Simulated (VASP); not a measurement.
Set up this calculation in VASP 6.6.1, as the native input.

```
Task                   : single point
Functional             : PBE
Potentials or basis    : VASP PAW PBE potentials, release 64 (Te, Pb_d)
Cutoff                 : 520 eV
k mesh                 : 4 × 4 × 4
Occupations            : gaussian, width 0.01 eV
Spin                   : no spin polarisation
Dipole correction      : no
Further INCAR settings : ALGO = Normal; EDIFF = 1e-06; NBANDS = 17
```

The structure of TePb lies in POSCAR:

```
TePb
1.0
    0.0000000000      3.2256060000      3.2256060000
    3.2256060000      0.0000000000      3.2256060000
    3.2256060000      3.2256060000      0.0000000000
Te Pb
1 1
Direct
    0.5000800000      0.5051200000      0.4946200000
    0.0077300000      0.9963300000      0.9980100000
```

The input as run:

INCAR

```
SYSTEM = TePb
PREC = Accurate ; ENCUT = 520
EDIFF = 1E-6 ; ISMEAR = 0
SIGMA = 0.01 ; LREAL = .FALSE.
LASPH = .TRUE. ; NELM = 60
ALGO = Normal ; ISIF = 2
LWAVE = .FALSE. ; LCHARG = .TRUE.
GGA = PE ; LELF = .TRUE.
LVHAR = .TRUE. ; NBANDS = 17
```

KPOINTS

```
Automatic mesh
0
G
  4 4 4
  0 0 0
```

Potentials or basis: VASP PAW PBE potentials, release 64 (Te, Pb_d).

Run with:

```console
$ cat potpaw_PBE.64/Te/POTCAR potpaw_PBE.64/Pb_d/POTCAR > POTCAR
$ mpirun -np 1 vasp_std > vasp.out
```

Results of the run:

* Pressure: 2.3 GPa
* Largest force: 0.005 eV/Å
* Band gap on the k mesh: 0.73 eV

Caveat: the k points lie up to 0.42 Å⁻¹ apart; spin-orbit coupling is left out, which moves the levels of the heavy elements.

Run time: 69 s on 1 thread of Intel Xeon 8259CL, on a shared host, peak memory 0.22 GiB.
